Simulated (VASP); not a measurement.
# Nb (Fm-3m) in VASP: further runs, part 2 of 2

VASP 6.6.1.

## (4) Single point, PBE+D4

This run uses another cell than the first one, of 18.40 Å³/atom.

The input, INCAR:

```
PREC = Accurate
ENCUT = 500
EDIFF = 1E-6
ISMEAR = 1
SIGMA = 0.05
LREAL = F
LASPH = T
NELM = 120
ALGO = Normal
ISIF = 2
LWAVE = F
LCHARG = F
GGA = PE
IVDW = 13
NBANDS = 12
GGA_COMPAT = F
```

The input, KPOINTS:

```
regular mesh
0
Gamma
  11 11 11
```

The input, POSCAR:

```
Nb
1.0
    0.0000000000      2.0955009545      2.0955009545
    2.0955009545      0.0000000000      2.0955009545
    2.0955009545      2.0955009545      0.0000000000
Nb
1
Direct
    0.0000000000      0.0000000000      0.0000000000
```

Potentials or basis: VASP PAW PBE potentials, release 64 (Nb_sv).

Launch:

```
$ cat potpaw_PBE.64/Nb_sv/POTCAR > POTCAR
$ mpirun -np 1 vasp_std > vasp.out
```

OUTCAR:

```text
PREC = Accurate
   ENCUT = 500
   EDIFF = 1E-6
   ISMEAR = 1
   LREAL = F
   LASPH = T
   NELM = 120
   ISIF = 2
   GGA = PE
   IVDW = 13

 ion  position               nearest neighbor table
   1  0.000  0.000  0.000-

  LATTYP: Found a face centered cubic cell.
 ALAT       =     4.1910019090

  Lattice vectors:

 A1 = (   0.0000000000,   2.0955009545,   2.0955009545)
 A2 = (   2.0955009545,   0.0000000000,   2.0955009545)
 A3 = (   2.0955009545,   2.0955009545,   0.0000000000)

Analysis of symmetry for initial positions (statically):
=====================================================================
 Subroutine PRICEL returns:
 Original cell was already a primitive cell.

 Routine SETGRP: Setting up the symmetry group for a
 face centered cubic supercell.

 Subroutine GETGRP returns: Found 48 space group operations
 (whereof 48 operations were pure point group operations)
 out of a pool of 48 trial point group operations.

The static configuration has the point symmetry O_h .

Analysis of symmetry for dynamics (positions and initial velocities):
=====================================================================
 Subroutine PRICEL returns:
 Original cell was already a primitive cell.

 Routine SETGRP: Setting up the symmetry group for a
 face centered cubic supercell.

 Subroutine GETGRP returns: Found 48 space group operations
 (whereof 48 operations were pure point group operations)
 out of a pool of 48 trial point group operations.

The dynamic configuration has the point symmetry O_h .

 Subroutine INISYM returns: Found 48 space group operations
 (whereof 48 operations are pure point group operations),
 and found     1 'primitive' translations

----------------------------------------------------------------------------------------

                                     Primitive cell

  volume of cell :      18.4032

  direct lattice vectors                    reciprocal lattice vectors
     0.000000000  2.095500954  2.095500954    -0.238606429  0.238606429  0.238606429
     2.095500954  0.000000000  2.095500954     0.238606429 -0.238606429  0.238606429
     2.095500954  2.095500954  0.000000000     0.238606429  0.238606429 -0.238606429
[... 114 lines left out ...]
 Methfessel and Paxton  Order N= 1 SIGMA  =   0.05
  energy-cutoff  :      500.00
  volume of cell :       18.40
 maximum number of plane-waves:       487
 NGX is ok and might be reduce to    24
   NGX = 11   NGY = 11   NGZ = 11

 number of electron      13.0000001 magnetization

 Free energy of the ion-electron system (eV)
  ---------------------------------------------------
  ext. energy  EPLUGINS =         0.00000000
  ---------------------------------------------------
  free energy    TOTEN  =        -9.89307275 eV

  energy without entropy =       -9.89303426  energy(sigma->0) =       -9.89305992

 E-fermi :  11.2320     XC(G=0): -12.3906

 val. band max:       11.2192393187   @ k =  -0.3636   0.4545   0.1818
 cond. band min:      11.2327979195   @ k =   0.3636   0.2727   0.0909
 fundamental gap:      0.0135586008
 Fermi energy:        11.2319997746

 k-point     1 :       0.0000    0.0000    0.0000
  band No.  band energies     occupation
      1     -43.5191      2.00000
      2     -18.8703      2.00000
      3     -18.8703      2.00000
      4     -18.8703      2.00000
      5       4.9700      2.00000
      6      11.3384     -0.01034
      7      11.3384     -0.01034
      8      11.3384     -0.01034
      9      14.0047      0.00000
     10      14.0047      0.00000
     11      23.0832      0.00000
     12      27.9470      0.00000
[... 331 lines left out ...]
 k-point    24 :      -0.1818    0.1818    0.0000
  band No.  band energies     occupation
      1     -43.3810      2.00000
      2     -19.5793      2.00000
      3     -19.1657      2.00000
      4     -18.9517      2.00000
      5       7.6111      2.00000
      6      10.0013      2.00000
      7      11.2591      0.21503
      8      12.6336      0.00000
      9      12.6736      0.00000
     10      15.7016      0.00000
     11      24.7208      0.00000
     12      27.3397      0.00000

 [... further k-points ...]

------------------------ aborting loop because EDIFF is reached ----------------------------------------

  DFT-D4 for vdW energy calculation

  Edisp (eV):   -0.32721

  FORCE on cell =-STRESS in cart. coord.  units (eV):
  Direction    XX          YY          ZZ          XY          YZ          ZX
  --------------------------------------------------------------------------------------
  -------------------------------------------------------------------------------------
  Total      -0.04202    -0.04202    -0.04202    -0.00000    -0.00000     0.00000
  in kB      -3.65839    -3.65839    -3.65839    -0.00000    -0.00000     0.00000
  external pressure =       -3.66 kB  Pullay stress =        0.00 kB

 VOLUME and BASIS-vectors are now :
 -----------------------------------------------------------------------------
  energy-cutoff  :      500.00
  volume of cell :       18.40
      direct lattice vectors                 reciprocal lattice vectors
     0.000000000  2.095500954  2.095500954    -0.238606429  0.238606429  0.238606429
     2.095500954  0.000000000  2.095500954     0.238606429 -0.238606429  0.238606429
     2.095500954  2.095500954  0.000000000     0.238606429  0.238606429 -0.238606429

 POSITION                                       TOTAL-FORCE (eV/Angst)
 -----------------------------------------------------------------------------------
      0.00000      0.00000      0.00000         0.000000      0.000000     -0.000000
 -----------------------------------------------------------------------------------
    total drift:                                0.000000      0.000000      0.000000

  FREE ENERGIE OF THE ION-ELECTRON SYSTEM (eV)
  ---------------------------------------------------
  free  energy   TOTEN  =       -10.2202864397 eV

  energy  without entropy=      -10.2202479465  energy(sigma->0) =      -10.22027361
```

OSZICAR:

```text
N       E                     dE             d eps       ncg     rms          rms(c)
DAV:   1     0.110166862505E+03    0.11017E+03   -0.71844E+03  1352   0.105E+03
DAV:   2    -0.574872123027E+01   -0.11592E+03   -0.11150E+03  1436   0.374E+02
DAV:   3    -0.100335444637E+02   -0.42848E+01   -0.40943E+01  1924   0.627E+01
DAV:   4    -0.103202373066E+02   -0.28669E+00   -0.28499E+00  1804   0.149E+01
DAV:   5    -0.103339089112E+02   -0.13672E-01   -0.13665E-01  2084   0.266E+00    0.682E+00
DAV:   6    -0.993505108753E+01    0.39886E+00   -0.63422E-01  2100   0.992E+00    0.241E+00
DAV:   7    -0.988820250977E+01    0.46849E-01   -0.19104E-01  2200   0.542E+00    0.993E-01
DAV:   8    -0.989302769356E+01   -0.48252E-02   -0.13497E-02  1584   0.156E+00    0.442E-02
DAV:   9    -0.989306079127E+01   -0.33098E-04   -0.77951E-04  2084   0.232E-01    0.416E-02
DAV:  10    -0.989307787025E+01   -0.17079E-04   -0.22426E-05  1632   0.579E-02    0.172E-02
DAV:  11    -0.989307296927E+01    0.49010E-05   -0.78089E-06  1732   0.471E-02    0.315E-03
DAV:  12    -0.989307275498E+01    0.21429E-06   -0.35320E-07   980   0.568E-03
   1 F= -.10220286E+02 E0= -.10220274E+02  d E =-.384932E-04
```

stdout:

```text
POSCAR found type information on POSCAR Nb
 POSCAR found :  1 types and       1 ions
 scaLAPACK will be used
 LDA part: xc-table for (Slater+PW92), standard interpolation
 POSCAR, INCAR and KPOINTS ok, starting setup
 FFT: planning ... GRIDC
 FFT: planning ... GRID_SOFT
 FFT: planning ... GRID
 WAVECAR not read
 entering main loop
```

Run time: 14 s. Hardware: 1 thread of Intel Xeon Platinum 8375C at 2.90GHz (Ice Lake), shared host; peak memory 0.14 GiB.

What came out:

- Free energy: -10.2203 eV
- Pressure: -0.4 GPa
- Band gap on the k mesh: zero (an odd number of electrons rules out a gap without spin polarisation)
- Dispersion energy per atom: -0.327 eV

## (5) Relaxation of cell and atoms, LDA

This run uses another cell than the first one, of 18.92 Å³/atom.

The input, INCAR:

```
SYSTEM = Nb
PREC = Accurate
ENCUT = 500
EDIFF = 1E-7
ISMEAR = 1
SIGMA = 0.05
LREAL = .FALSE.
LASPH = .TRUE.
NELM = 120
ALGO = Normal
ISIF = 3
LWAVE = .FALSE.
LCHARG = .FALSE.
GGA = CA
IBRION = 2
NSW = 80
EDIFFG = -0.01
GGA_COMPAT = .FALSE.
NELMIN = 4
```

The input, KPOINTS:

```
regular mesh
0
G
  11 11 11
  0 0 0
```

The input, POSCAR:

```
Nb
1.0
    0.0000000000      2.1150000000      2.1150000000
    2.1150000000      0.0000000000      2.1150000000
    2.1150000000      2.1150000000      0.0000000000
Nb
1
Direct
    0.0000000000      0.0000000000      0.0000000000
```

Potentials or basis: VASP PAW LDA potentials, release 64 (Nb_sv).

Launch:

```
$ cat potpaw_LDA.64/Nb_sv/POTCAR > POTCAR
$ mpirun -np 1 vasp_std > vasp.out
```

OUTCAR:

```text
SYSTEM = Nb
   PREC = Accurate
   ENCUT = 500
   EDIFF = 1E-7
   ISMEAR = 1
   LREAL = .FALSE.
   LASPH = .TRUE.
   NELM = 120
   ISIF = 3
   GGA = CA
   IBRION = 2
   NSW = 80
   EDIFFG = -0.01
   NELMIN = 4

 ion  position               nearest neighbor table
   1  0.000  0.000  0.000-

  LATTYP: Found a face centered cubic cell.
 ALAT       =     4.2300000000

  Lattice vectors:

 A1 = (   0.0000000000,   2.1150000000,   2.1150000000)
 A2 = (   2.1150000000,   0.0000000000,   2.1150000000)
 A3 = (   2.1150000000,   2.1150000000,   0.0000000000)

Analysis of symmetry for initial positions (statically):
=====================================================================
 Subroutine PRICEL returns:
 Original cell was already a primitive cell.

 Routine SETGRP: Setting up the symmetry group for a
 face centered cubic supercell.

 Subroutine GETGRP returns: Found 48 space group operations
 (whereof 48 operations were pure point group operations)
 out of a pool of 48 trial point group operations.

The static configuration has the point symmetry O_h .

Analysis of symmetry for dynamics (positions and initial velocities):
=====================================================================
 Subroutine PRICEL returns:
 Original cell was already a primitive cell.

 Routine SETGRP: Setting up the symmetry group for a
 face centered cubic supercell.

 Subroutine GETGRP returns: Found 48 space group operations
 (whereof 48 operations were pure point group operations)
 out of a pool of 48 trial point group operations.

The dynamic configuration has the point symmetry O_h .

 Subroutine INISYM returns: Found 48 space group operations
 (whereof 48 operations are pure point group operations),
 and found     1 'primitive' translations

----------------------------------------------------------------------------------------

                                     Primitive cell

  volume of cell :      18.9217

  direct lattice vectors                    reciprocal lattice vectors
     0.000000000  2.115000000  2.115000000    -0.236406619  0.236406619  0.236406619
     2.115000000  0.000000000  2.115000000     0.236406619 -0.236406619  0.236406619
     2.115000000  2.115000000  0.000000000     0.236406619  0.236406619 -0.236406619

  length of vectors
     2.991061684  2.991061684  2.991061684     0.409468276  0.409468276  0.409468276

  position of ions in fractional coordinates (direct lattice)
     0.000000000  0.000000000  0.000000000

  ion indices of the primitive-cell ions
   primitive index   ion index
                 1           1

----------------------------------------------------------------------------------------

 KPOINTS: regular mesh

Automatic generation of k-mesh.
 Grid dimensions read from file:
 generate k-points for:   11   11   11

 Generating k-lattice:

[... 40 lines left out ...]
 -0.272727  0.181818  0.000000     24.000000
 -0.181818  0.181818  0.000000     12.000000
 [... further k-points ...]
   k-points           NKPTS =     56   k-points in BZ     NKDIM =     56   number of bands    NBANDS=     10
   number of dos      NEDOS =    301   number of ions     NIONS =      1
   total plane-waves  NPLWV =  13824
   dimension x,y,z NGX =    24 NGY =   24 NGZ =   24
   dimension x,y,z NGXF=    48 NGYF=   48 NGZF=   48
   ions per type =               1
   NGX,Y,Z   is equivalent  to a cutoff of  13.34, 13.34, 13.34 a.u.
   NGXF,Y,Z  is equivalent  to a cutoff of  26.68, 26.68, 26.68 a.u.
 SYSTEM =  Nb
   PREC   = accura    normal or accurate (medium, high low for compatibility)
   ISTART =      0    job   : 0-new  1-cont  2-samecut
   ICHARG =      2    charge: 1-file 2-atom 10-const
   ISPIN  =      1    spin polarized calculation?
   LNONCOLLINEAR =      F non collinear calculations
   LSORBIT =      F    spin-orbit coupling
   LASPH  =      T    aspherical Exc in radial PAW
   ENCUT  =  500.0 eV  36.75 Ry    6.06 a.u.   5.45  5.45  5.45*2*pi/ulx,y,z
   NELM   =    120;   NELMIN=  4; NELMDL= -5     # of ELM steps
   EDIFF  = 0.1E-06   stopping-criterion for ELM
   LREAL  =      F    real-space projection
   EDIFFG = -.1E-01   stopping-criterion for IOM
   NSW    =     80    number of steps for IOM
   IBRION =      2    ionic relax: 0-MD 1-quasi-New 2-CG
   NFREE  =      1    steps in history (QN), initial steepest desc. (CG)
   ISIF   =      3    stress and relaxation
   ISYM   =      2    0-nonsym 1-usesym 2-fastsym
   POTIM  = 0.5000    time-step for ionic-motion
   TEBEG  =    0.0;   TEEND  =   0.0 temperature during run
   PSTRESS=    0.0 pullay stress
   NELECT =      13.0000    total number of electrons
   NUPDOWN=      -1.0000    fix difference up-down
   EMIN   =  10.00;   EMAX   =-10.00  energy-range for DOS
   EFERMI =   0.00;   METHOD = LEGACY
   ISMEAR =     1;   SIGMA  =   0.05  broadening in eV -4-tet -1-fermi 0-gaus
   EFERMI_NEDOS =   21; number of points for ismear=-14 and -15
   IALGO  =     38    algorithm
   IMIX   =      4    mixing-type and parameters
     AMIX     =   0.40;   BMIX     =  1.00
     AMIX_MAG =   1.60;   BMIX_MAG =  1.00
  volume/ion in A,a.u.               =      18.92       127.69
  Fermi-wavevector in a.u.,A,eV,Ry     =   1.444560  2.729823 28.392005  2.086754
  Thomas-Fermi vector in A             =   2.562841
   LORBIT       =      0    0 simple, 1 ext, 2 COOP (PROOUT), +10 PAW based schemes
   GGA     = CA    functional components
   LHFCALC =     F    Hartree Fock is set to
   AEXX    =    0.0000 exact exchange contribution
   IVDW    =     0    specifies the selected vdW correction
   LEPSILON=     F    determine dielectric tensor
   LRPA    =     F    only Hartree local field effects (RPA)
 conjugate gradient relaxation of ions
 non-spin polarized calculation
 Methfessel and Paxton  Order N= 1 SIGMA  =   0.05
  energy-cutoff  :      500.00
  volume of cell :       18.92
 maximum number of plane-waves:       531
 NGX is ok and might be reduce to    24
   NGX = 11   NGY = 11   NGZ = 11

--------------------------------------- Ionic step        1  -------------------------------------------

 number of electron      13.0000001 magnetization

 Free energy of the ion-electron system (eV)
  ---------------------------------------------------
  ext. energy  EPLUGINS =         0.00000000
  ---------------------------------------------------
  free energy    TOTEN  =       -10.85121181 eV

  energy without entropy =      -10.85127114  energy(sigma->0) =      -10.85123159

------------------------ aborting loop because EDIFF is reached ----------------------------------------

  FORCE on cell =-STRESS in cart. coord.  units (eV):
  Direction    XX          YY          ZZ          XY          YZ          ZX
  --------------------------------------------------------------------------------------
  -------------------------------------------------------------------------------------
  Total       -1.3190908     -1.3190908     -1.3190908      0.0000000      0.0000000      0.0000000
  in kB     -111.6925428   -111.6925428   -111.6925428      0.0000000      0.0000000      0.0000000
  external PRESSURE =    -111.6925428 kB  Pullay stress =       0.0000000 kB
[... 92 lines left out ...]
--------------------------------------- Ionic step        4  -------------------------------------------

 number of electron      13.0000000 magnetization

 Free energy of the ion-electron system (eV)
  ---------------------------------------------------
  ext. energy  EPLUGINS =         0.00000000
  ---------------------------------------------------
  free energy    TOTEN  =       -10.89650465 eV

  energy without entropy =      -10.89652420  energy(sigma->0) =      -10.89651116

 E-fermi :  11.6128     XC(G=0): -12.8105

 val. band max:       11.5914727226   @ k =  -0.3636   0.1818   0.0000
 cond. band min:      11.6340170628   @ k =  -0.3636   0.4545   0.1818
 fundamental gap:      0.0425443402
 Fermi energy:        11.6128274623

 k-point     1 :       0.0000    0.0000    0.0000
  band No.  band energies     occupation
      1     -42.8037      2.00000
      2     -18.2227      2.00000
      3     -18.2227      2.00000
      4     -18.2227      2.00000
      5       5.2836      2.00000
      6      11.6603     -0.03831
      7      11.6603     -0.03831
      8      11.6603     -0.03831
      9      14.4594      0.00000
     10      14.4594      0.00000
[... 287 lines left out ...]
 k-point    24 :      -0.1818    0.1818    0.0000
  band No.  band energies     occupation
      1     -42.6374      2.00000
      2     -19.0410      2.00000
      3     -18.5635      2.00000
      4     -18.3153      2.00000
      5       8.0113      2.00000
      6      10.2869      2.00000
      7      11.5769      1.93208
      8      12.9977      0.00000
      9      13.0663      0.00000
     10      16.2893      0.00000

 [... further k-points ...]
[... 5 lines left out ...]
  --------------------------------------------------------------------------------------
  -------------------------------------------------------------------------------------
  Total        0.0070465      0.0070465      0.0070465      0.0000000      0.0000000      0.0000000
  in kB        0.6383299      0.6383299      0.6383299      0.0000000      0.0000000      0.0000000
  external PRESSURE =       0.6383299 kB  Pullay stress =       0.0000000 kB
[... 16 lines left out ...]
  FREE ENERGIE OF THE ION-ELECTRON SYSTEM (eV)
  ---------------------------------------------------
  free  energy   TOTEN  =       -10.8965046455 eV

  energy  without entropy=      -10.8965242018  energy(sigma->0) =      -10.89651116

 reached required accuracy - stopping structural energy minimisation
```

Run time: 36 s. Hardware: 1 thread of Intel Xeon Platinum 8375C at 2.90GHz (Ice Lake), shared host; peak memory 0.14 GiB.

What came out:

```
Free energy                           : -10.8965 eV
Relaxed volume                        : 17.69 Å³/atom
Relaxed cell                          : a = 2.924 Å, b = 2.924 Å, c = 2.924 Å, α = 60.00°, β = 60.00°, γ = 60.00°
Space group after relaxing (to 0.1 Å) : Fm-3m (No. 225)
Energy gained by relaxing             : 45.3 meV/atom
Ionic steps                           : 4
Pressure after relaxing               : 0.1 GPa
Band gap on the k mesh                : zero (an odd number of electrons rules out a gap without spin polarisation)
```

Step by step:
```
step  energy change (eV)  largest force (eV/Å)  pressure (GPa)  volume (Å³)
   1              0.0000                0.0000          -11.17        18.92
   2              0.1342                0.0000           30.20        15.53
   3             -0.0453                0.0000           -0.20        17.71
   4             -0.0453                0.0000            0.06        17.69
```

Final structure:
```
CELL_PARAMETERS angstrom
0.00000 2.06793 2.06793
2.06793 0.00000 2.06793
2.06793 2.06793 0.00000
ATOMIC_POSITIONS crystal
Nb 0.00000 0.00000 0.00000
```

Levels at points of the mesh, in eV from the Fermi level:
```
           k point  band 2  band 3  band 4  band 5  band 6  band 7  band 8  band 9  band 10
(0.00, 0.00, 0.00)  -29.84  -29.84  -29.84   -6.33    0.05    0.05    0.05    2.85     2.85
```

## (6) Overview

| task | level | potentials or basis | cell | gap on the mesh (eV) | pressure (GPa) |
| --- | --- | --- | --- | --- | --- |
| single point | LDA | VASP PAW LDA potentials, release 64 (Nb_sv) | a = 2.925 Å, angles 60.0°, 1 atom | none | -0.2 |
| single point | PBE | VASP PAW PBE potentials, release 64 (Nb_sv) | a = 2.979 Å, angles 60.0°, 1 atom | none | -0.3 |
| single point | PBE+D4 | VASP PAW PBE potentials, release 64 (Nb_sv) | a = 2.963 Å, angles 60.0°, 1 atom | none | -0.4 |
| relaxation of cell and atoms | LDA | VASP PAW LDA potentials, release 64 (Nb_sv) | relaxed from a = 2.991 Å, angles 60.0°, 1 atom | none | 0.1 |

Alike in all rows: no spin polarisation; k mesh 11 × 11 × 11; cutoff (eV) 500; smearing methfessel-paxton 0.05 eV.

Absolute energies hang on the potentials; compare differences alone.
